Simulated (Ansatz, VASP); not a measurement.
One calculation of Ta2Ru, two programs

```
CELL_PARAMETERS angstrom
2.95628 0.00000 0.00000
-1.47814 2.56022 0.00000
0.00000 0.00000 11.49873
ATOMIC_POSITIONS crystal
Ta 0.33333 0.66667 0.62750
Ta 0.66667 0.33333 0.12750
Ta 0.33333 0.66667 0.87250
Ta 0.66667 0.33333 0.37250
Ru 0.33333 0.66667 0.25000
Ru 0.66667 0.33333 0.75000
```

Alike in both runs: task relaxation of cell and atoms; functional PBE; k mesh 6 × 6 × 2; occupations gaussian, width 0.1 eV; no spin polarisation.

```csv
,VASP,Ansatz
version,VASP 6.6.1,Ansatz 0.2.0
potentials or method,"VASP PAW PBE potentials, release 64 (Ta_pv, Ru_pv), cutoff 600 eV","scalar-relativistic, plane waves, PAW"
valence electrons in the cell,72,84
```

Ansatz gave:

```
gap on the k mesh at the Fermi level, each at its own relaxed structure (eV) : none
relaxed volume (Å³/atom)                                                     : 16.83
relaxed cell length with the largest relative difference (Å)                 : 13.979
```

Task: Which values does VASP return?

Result: gap on the k mesh at the Fermi level, each at its own relaxed structure (eV): none; relaxed volume (Å³/atom): 16.84; relaxed cell length with the largest relative difference (Å): 13.985.

A gap of «none» marks a metal or a gap that the smearing closes. VASP's potentials hold 72 valence electrons a cell and Ansatz's 84, so a difference there can come from the potentials and not from the codes.

The k mesh is coarse, so the values compare programs but aren't converged. Spin-orbit coupling is off throughout. Noted on VASP's run: the volume moved by over 15 % at a fixed basis, so the end points are rough.
